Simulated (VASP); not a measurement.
TiO: single point with r2SCAN+U

Crystal: TiO.

```
Ti O
1.0
     5.07757    0.00000    0.00000
    -2.53878    4.39730    0.00000
     0.00000    0.00000    2.88663
Ti O
3 3
Direct
  0.66667 0.33333 0.50000
  0.33333 0.66667 0.50000
  0.00000 0.00000 0.00000
  0.60886 0.60886 0.00000
  0.39114 0.00000 0.00000
  0.00000 0.39114 0.00000
```

This cell differs from its parent crystal: biaxial strain in the a-b plane: +1.0 %.

```
Program             : VASP 6.6.1
Task                : single point
Functional          : r2SCAN
Potentials or basis : VASP PAW PBE potentials, release 64 (Ti_sv, O)
Cutoff              : 520 eV
k mesh              : 12 × 12 × 12
Occupations         : gaussian, width 0.1 eV
Spin                : no spin polarisation
Hubbard terms       : Ti d U = 4.0 eV
```

| Property | Result |
| --- | --- |
| Pressure | 1.7 GPa |
| Largest force | 0.229 eV/Å |
| Band gap on the k mesh | zero (bands 27 and 28 overlap by 1.16 eV) |

Forces in eV/Å, atoms in the order of the input:
```
Ti   0.000  0.000  0.000
Ti   0.000  0.000  0.000
Ti   0.000  0.000  0.000
O   -0.115 -0.199  0.000
O    0.229  0.000  0.000
O   -0.115  0.199  0.000
```

Stress tensor (GPa, compression positive):
```
0.11 0.00 0.00
0.00 0.11 0.00
0.00 0.00 4.89
```

Levels at points of the mesh, in eV from the Fermi level:
```
           k point  band 25  band 26  band 27  band 28  band 29  band 30
(0.00, 0.00, 0.00)    -3.76    -1.11    -0.66    -0.66     0.83     1.09
(0.50, 0.00, 0.00)    -2.90    -2.19    -1.77     0.58     1.34     1.35
(0.00, 0.00, 0.50)    -1.79    -1.79     0.43     1.43     1.43     1.57
(0.50, 0.00, 0.50)    -1.86    -1.47    -0.40     0.69     1.14     1.51
```

Eigenvalues of the final occupation matrices:
| site | spin | trace | eigenvalues |
| --- | --- | --- | --- |
| site 1 d | 1 | 0.90 | 0.10 0.10 0.19 0.19 0.31 |
| site 1 d | 2 | 0.90 | 0.10 0.10 0.19 0.19 0.31 |
| site 2 d | 1 | 0.90 | 0.10 0.10 0.19 0.19 0.31 |
| site 2 d | 2 | 0.90 | 0.10 0.10 0.19 0.19 0.31 |
| site 3 d | 1 | 0.90 | 0.15 0.15 0.16 0.16 0.29 |
| site 3 d | 2 | 0.90 | 0.15 0.15 0.16 0.16 0.29 |

Run time: 21 min on 1 thread of Oxide Virtual Turin-like Processor, with other jobs on the host, peak memory 0.34 GiB.

Caveat: the cell differs from its parent crystal (biaxial strain in the a-b plane: +1.0 %); the PAW data sets were made with another functional, which shifts forces and pressure a little; U without spin polarisation on a metal has little footing.
